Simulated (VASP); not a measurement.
Set up this calculation in VASP 6.6.1, as the native input.

* Task: relaxation of cell and atoms
* Functional: PBE
* Potentials or basis: VASP PAW PBE potentials, release 64 (C)
* Cutoff: 600 eV
* k mesh: 12 × 12 × 12
* Occupations: gaussian, width 0.02 eV
* Spin: no spin polarisation
* Dipole correction: no
* Further INCAR settings: ALGO = Normal; EDIFF = 1e-06; IBRION = 2; EDIFFG = -0.01; NSW = 100; ISIF = 3

The structure of C lies in POSCAR:

```
C
1.0
    4.0489459985      0.0000000000      0.0000000000
   -2.0244729992      3.5064900932      0.0000000000
    0.0000000000      0.0000000000      2.4610858339
C
6
Direct
    0.3840593725      0.3840593725      0.3333333333
    0.6159406275      0.0000000000      0.0000000000
    0.0000000000      0.6159406275      0.6666666667
    0.3840593725      0.0000000000      0.5000000000
    0.0000000000      0.3840593725      0.1666666667
    0.6159406275      0.6159406275      0.8333333333
```

The cell was generated, and may not be a known phase.

These files were run (other wordings do the same):

INCAR

```
SYSTEM = C
PREC = Accurate
ENCUT = 600
EDIFF = 1E-6
ISMEAR = 0
SIGMA = 0.02
LREAL = .FALSE.
LASPH = .TRUE.
NELM = 100
ALGO = Normal
ISIF = 3
LWAVE = .FALSE.
LCHARG = .FALSE.
GGA = PE
IBRION = 2
NSW = 100
EDIFFG = -0.01
```

KPOINTS

```
regular mesh
0
G
  12 12 12
  0 0 0
```

Potentials or basis: VASP PAW PBE potentials, release 64 (C).

Launch:

```bash
$ cat potpaw_PBE.64/C/POTCAR > POTCAR
$ mpirun -np 1 vasp_std > vasp.out
```

It gave:

```
Relaxed volume                        : 5.83 Å³/atom
Relaxed cell                          : a = 4.049 Å, b = 4.049 Å, c = 2.461 Å, α = 90.00°, β = 90.00°, γ = 120.00°
Space group after relaxing (to 0.1 Å) : P6_522 (No. 179)
Energy gained by relaxing             : 0.0 meV/atom
Ionic steps                           : 3
Pressure after relaxing               : 0.0 GPa
Band gap on the k mesh                : 2.05 eV (least direct gap 4.51 eV)
```

It took 3 min on 1 thread of Intel Xeon 8259CL, with other jobs on the host, peak memory 0.19 GiB.
